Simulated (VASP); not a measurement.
# TaN (P-62m) in VASP: electric field gradients with PBE

Aim: the electric field gradients of TaN with PBE.

Program: VASP 6.6.1. These are calculated values, not measurements. Logs are shortened: lines on timing, memory, paths and dates and some standing lists are left out, and cuts for length are marked.

## (1) The cell of the first run

It takes space group P-62m (No. 189, hexagonal). The conventional cell has a = 5.196 Å, b = 5.196 Å, c = 2.911 Å, α = 90.00°, β = 90.00°, γ = 120.00°. Ta (site symmetry -6) has 6 N at 2.16 Å and 5 Ta at 2.91 to 3.00 Å within 3.0 Å. Within 2.7 Å of Ta (site symmetry -62m) lie 3 N at 2.04 Å. Within 3.0 Å of N (site symmetry m2m) lie 5 Ta at 2.04 to 2.16 Å and 6 N at 2.77 to 2.91 Å.

## (2) Electric field gradients, PBE, collinear spin

Input file INCAR:

```
SYSTEM = TaN
ALGO = Normal
EDIFF = 1E-8
ENCUT = 520
GGA = PE
ISIF = 2
ISMEAR = -1
ISPIN = 2
LASPH = .True.
LCHARG = .False.
LEFG = .True.
LMAXMIX = 4
LORBIT = 11
LREAL = .False.
LWAVE = .False.
MAGMOM = 2 2 2 0 0 0
NBANDS = 37
NELM = 150
PREC = Accurate
SIGMA = 0.02
```

Input file KPOINTS:

```
k-points
0
Gamma
  7 7 10
  0 0 0
```

Input file POSCAR:

```
TaN
1.0
    5.1960008669      0.0000000000      0.0000000000
   -2.5980004334      4.4998687488      0.0000000000
    0.0000000000      0.0000000000      2.9110000000
Ta N
3 3
Direct
    0.3333333333      0.6666666667      0.5000000000
    0.6666666667      0.3333333333      0.5000000000
    0.0000000000      0.0000000000      0.0000000000
    0.3928500000      0.0000000000      0.0000000000
    0.6071500000      0.6071500000      0.0000000000
    0.0000000000      0.3928500000      0.0000000000
```

Potentials or basis: VASP PAW PBE potentials, release 64 (Ta_pv, N).

On the command line:

```bash
$ cat potpaw_PBE.64/Ta_pv/POTCAR potpaw_PBE.64/N/POTCAR > POTCAR
$ mpirun -np 1 vasp_std > vasp.out
```

OUTCAR:

```text
SYSTEM = TaN
   EDIFF = 1E-8
   ENCUT = 520
   GGA = PE
   ISIF = 2
   ISMEAR = -1
   ISPIN = 2
   LASPH = .True.
   LORBIT = 11
   LREAL = .False.
   NELM = 150
   PREC = Accurate

 ion  position               nearest neighbor table
   1  0.333  0.667  0.500-   4 2.16   4 2.16   6 2.16   6 2.16   5 2.16   5 2.16   2 3.00   2 3.00
                             2 3.00   3 3.33   3 3.33   3 3.33   3 3.33   3 3.33   3 3.33
   2  0.667  0.333  0.500-   6 2.16   6 2.16   4 2.16   4 2.16   5 2.16   5 2.16   1 3.00   1 3.00
                             1 3.00   3 3.33   3 3.33   3 3.33   3 3.33   3 3.33   3 3.33
   3  0.000  0.000  0.000-   6 2.04   4 2.04   5 2.04   2 3.33   1 3.33   1 3.33   2 3.33   1 3.33
                             1 3.33   2 3.33   2 3.33   2 3.33   2 3.33   1 3.33   1 3.33
   4  0.393  0.000  0.000-   3 2.04   1 2.16   1 2.16   2 2.16   2 2.16
   5  0.607  0.607  0.000-   3 2.04   2 2.16   2 2.16   1 2.16   1 2.16
   6  0.000  0.393  0.000-   3 2.04   2 2.16   2 2.16   1 2.16   1 2.16

  LATTYP: Found a hexagonal cell.
 ALAT       =     5.1960008669
 C/A-ratio  =     0.5602385516

  Lattice vectors:

 A1 = (   5.1960008669,   0.0000000000,   0.0000000000)
 A2 = (  -2.5980004334,   4.4998687488,   0.0000000000)
 A3 = (   0.0000000000,   0.0000000000,   2.9110000000)

Analysis of symmetry for initial positions (statically):
=====================================================================
 Subroutine PRICEL returns:
 Original cell was already a primitive cell.

 Routine SETGRP: Setting up the symmetry group for a
 hexagonal supercell.

 Subroutine GETGRP returns: Found 12 space group operations
 (whereof 12 operations were pure point group operations)
 out of a pool of 24 trial point group operations.

The static configuration has the point symmetry D_3h.

Analysis of symmetry for dynamics (positions and initial velocities):
=====================================================================
 Subroutine PRICEL returns:
 Original cell was already a primitive cell.

 Routine SETGRP: Setting up the symmetry group for a
 hexagonal supercell.

 Subroutine GETGRP returns: Found 12 space group operations
 (whereof 12 operations were pure point group operations)
 out of a pool of 24 trial point group operations.

The dynamic configuration has the point symmetry D_3h.

Analysis of structural, dynamic, and magnetic symmetry:
=====================================================================
 Subroutine PRICEL returns:
 Original cell was already a primitive cell.

 Routine SETGRP: Setting up the symmetry group for a
 hexagonal supercell.

 Subroutine GETGRP returns: Found 12 space group operations
 (whereof 12 operations were pure point group operations)
 out of a pool of 24 trial point group operations.

The overall configuration has the point symmetry D_3h.

 Subroutine INISYM returns: Found 12 space group operations
 (whereof 12 operations are pure point group operations),
 and found     1 'primitive' translations

----------------------------------------------------------------------------------------

                                     Primitive cell

  volume of cell :      68.0630

  direct lattice vectors                    reciprocal lattice vectors
     5.196000867  0.000000000  0.000000000     0.192455703  0.111114352  0.000000000
    -2.598000433  4.499868749  0.000000000     0.000000000  0.222228704  0.000000000
     0.000000000  0.000000000  2.911000000     0.000000000  0.000000000  0.343524562

  length of vectors
     5.196000867  5.196000867  2.911000000     0.222228704  0.222228704  0.343524562

  position of ions in fractional coordinates (direct lattice)
     0.333333333  0.666666667  0.500000000
     0.666666667  0.333333333  0.500000000
     0.000000000  0.000000000  0.000000000
     0.392850000  0.000000000  0.000000000
     0.607150000  0.607150000  0.000000000
     0.000000000  0.392850000  0.000000000

  ion indices of the primitive-cell ions
   primitive index   ion index
                 1           1
                 2           2
                 3           3
                 4           4
                 5           5
                 6           6

[... 104 lines left out ...]
  volume of cell :       68.06
 maximum number of plane-waves:      1858
 NGX is ok and might be reduce to    40
   NGX = 19   NGY = 19   NGZ = 11

 number of electron      48.0000002 magnetization      -0.0000144

 number of electron      48.0000002 magnetization       0.0000038

 Free energy of the ion-electron system (eV)
  ---------------------------------------------------
  ext. energy  EPLUGINS =         0.00000000
  ---------------------------------------------------
  free energy    TOTEN  =       -67.47649911 eV

  energy without entropy =      -67.47547166  energy(sigma->0) =      -67.47598539

 E-fermi :   8.3140     XC(G=0): -13.0050

 val. band max:        8.2544637892   @ k =   0.2857  -0.0000   0.5000
 cond. band min:       8.3284638936   @ k =   0.1429   0.1429   0.4000
 fundamental gap:      0.0740001044
 Fermi energy:         8.3140147964

 spin component 1

 k-point     1 :       0.0000    0.0000    0.0000
  band No.  band energies     occupation
      1     -27.9076      1.00000
      2     -27.9076      1.00000
      3     -27.5546      1.00000
      4     -27.5546      1.00000
      5     -27.3756      1.00000
      6     -27.2688      1.00000
[... 925 lines left out ...]
     35      13.5348      0.00000
     36      13.6626      0.00000

 [... further k-points ...]

 spin component 2

 k-point     1 :       0.0000    0.0000    0.0000
  band No.  band energies     occupation
      1     -27.9076      1.00000
      2     -27.9076      1.00000
      3     -27.5546      1.00000
      4     -27.5546      1.00000
      5     -27.3756      1.00000
      6     -27.2688      1.00000
[... 925 lines left out ...]
     35      13.5348      0.00000
     36      13.6626      0.00000

 [... further k-points ...]

 [bands above 36 left out]

------------------------ aborting loop because EDIFF is reached ----------------------------------------

  FORCE on cell =-STRESS in cart. coord.  units (eV):
  Direction    XX          YY          ZZ          XY          YZ          ZX
  --------------------------------------------------------------------------------------
  -------------------------------------------------------------------------------------
  Total        2.5442113      2.5442113      2.1793441      0.0000000      0.0000000      0.0000000
  in kB       59.8897491     59.8897491     51.3009165      0.0000000      0.0000000      0.0000000
  external PRESSURE =      57.0268049 kB  Pullay stress =       0.0000000 kB

 VOLUME and BASIS-vectors are now :
 -----------------------------------------------------------------------------
  energy-cutoff  :      520.00
  volume of cell :       68.06
      direct lattice vectors                 reciprocal lattice vectors
     5.196000867  0.000000000  0.000000000     0.192455703  0.111114352  0.000000000
    -2.598000433  4.499868749  0.000000000     0.000000000  0.222228704  0.000000000
     0.000000000  0.000000000  2.911000000     0.000000000  0.000000000  0.343524562

 POSITION                                       TOTAL-FORCE (eV/Angst)
 -----------------------------------------------------------------------------------
     -0.00000      2.99991      1.45550        -0.000000      0.000000      0.000000
      2.59800      1.49996      1.45550        -0.000000     -0.000000      0.000000
      0.00000      0.00000      0.00000        -0.000000      0.000000      0.000000
      2.04125      0.00000      0.00000         0.052834      0.000000     -0.000000
      1.57738      2.73210      0.00000        -0.026417     -0.045756      0.000000
     -1.02062      1.76777      0.00000        -0.026417      0.045756     -0.000000
 -----------------------------------------------------------------------------------
    total drift:                               -0.000002     -0.000003      0.000000

  FREE ENERGIE OF THE ION-ELECTRON SYSTEM (eV)
  ---------------------------------------------------
  free  energy   TOTEN  =       -67.4764991077 eV

  energy  without entropy=      -67.4754716624  energy(sigma->0) =      -67.47598539

 Electric field gradients (V/A^2)
---------------------------------------------------------------------
 ion       V_xx      V_yy      V_zz      V_xy      V_xz      V_yz
---------------------------------------------------------------------
   1     100.453   100.454  -200.906     0.000     0.000    -0.000
   2     100.453   100.453  -200.906     0.000     0.000    -0.000
   3     -89.065   -89.065   178.130    -0.001     0.000     0.000
   4     -14.438     4.555     9.884    -0.001    -0.000     0.000
   5      -0.193    -9.691     9.884    -8.225     0.000    -0.000
   6      -0.193    -9.691     9.884     8.224    -0.000     0.000
---------------------------------------------------------------------

 Electric field gradients after diagonalization (V/A^2)
 (convention: |V_zz| > |V_xx| > |V_yy|)
----------------------------------------------------------------------
 ion       V_xx      V_yy      V_zz     asymmetry (V_yy - V_xx)/ V_zz
----------------------------------------------------------------------
   1     100.454   100.453  -200.906       0.000
   2     100.454   100.453  -200.906       0.000
   3     -89.066   -89.064   178.130       0.000
   4       9.884     4.555   -14.438       0.369
   5       9.884     4.556   -14.439       0.369
   6       9.884     4.555   -14.438       0.369
----------------------------------------------------------------------

           NMR quadrupolar parameters

 Cq : quadrupolar parameter    Cq=e*Q*V_zz/h
 eta: asymmetry parameters     (V_yy - V_xx)/ V_zz
 Q  : nuclear electric quadrupole moment in mb (millibarn)
----------------------------------------------------------------------
 ion       Cq(MHz)       eta       Q (mb)
----------------------------------------------------------------------
   1      -0.486       0.000       1.000
   2      -0.486       0.000       1.000
   3       0.431       0.000       1.000
   4      -0.035       0.369       1.000
   5      -0.035       0.369       1.000
   6      -0.035       0.369       1.000
----------------------------------------------------------------------

 total charge

# of ion       s       p       d       tot
------------------------------------------
    1        0.295   6.265   2.384   8.943
    2        0.295   6.265   2.384   8.943
    3        0.337   6.223   2.415   8.975
    4        1.240   2.567   0.000   3.806
    5        1.240   2.567   0.000   3.806
    6        1.240   2.567   0.000   3.806
--------------------------------------------------
tot          4.645  26.453   7.182  38.280

 magnetization (x)

# of ion       s       p       d       tot
------------------------------------------
    1       -0.000  -0.000  -0.000  -0.000
    2       -0.000  -0.000  -0.000  -0.000
    3        0.000   0.000   0.000   0.000
    4       -0.000   0.000   0.000   0.000
    5       -0.000   0.000   0.000   0.000
    6       -0.000   0.000   0.000   0.000
--------------------------------------------------
tot          0.000  -0.000  -0.000  -0.000
```

It took 2.6 min on 1 thread of Intel Xeon 6975P-C (Granite Rapids), shared host; peak memory 0.33 GiB.

What came out:

```
Free energy                                           : -67.4765 eV
Pressure                                              : 5.7 GPa
Largest force                                         : 0.053 eV/Å
Band gap on the k mesh                                : zero (filled and empty bands overlap)
Net moment                                            : 0.00 μB per cell
Largest electric field gradient by atom               : Ta -200.9, +178.1 (each value once); N -14.4 V/Å²
Valence electrons inside the program's atomic spheres : Ta 8.94, 8.97 (each value once); N 3.81
```

Forces on the atoms (eV/Å):
```
Ta   0.000  0.000  0.000
Ta   0.000  0.000  0.000
Ta   0.000  0.000  0.000
N    0.053  0.000  0.000
N   -0.026 -0.046  0.000
N   -0.026  0.046  0.000
```

Stress tensor (GPa, compression positive):
```
5.99 0.00 0.00
0.00 5.99 0.00
0.00 0.00 5.13
```

Electric field gradients, principal values (V/Å²):
```csv
atom,least,middle,greatest (by size)
1 Ta,100.453,100.454,-200.906
2 Ta,100.453,100.454,-200.906
3 Ta,-89.064,-89.066,178.130
4 N,4.555,9.884,-14.438
5 N,4.556,9.884,-14.439
6 N,4.555,9.884,-14.438
```

Caveat: the cell stands under pressure; without QUAD_EFG the Cq values of the log hold for a quadrupole moment of 1 mb, not for the nuclei; spin-orbit coupling is left out, which moves the levels of the heavy elements.

The gap in the log of VASP goes by the Fermi energy; the results here count the filled bands.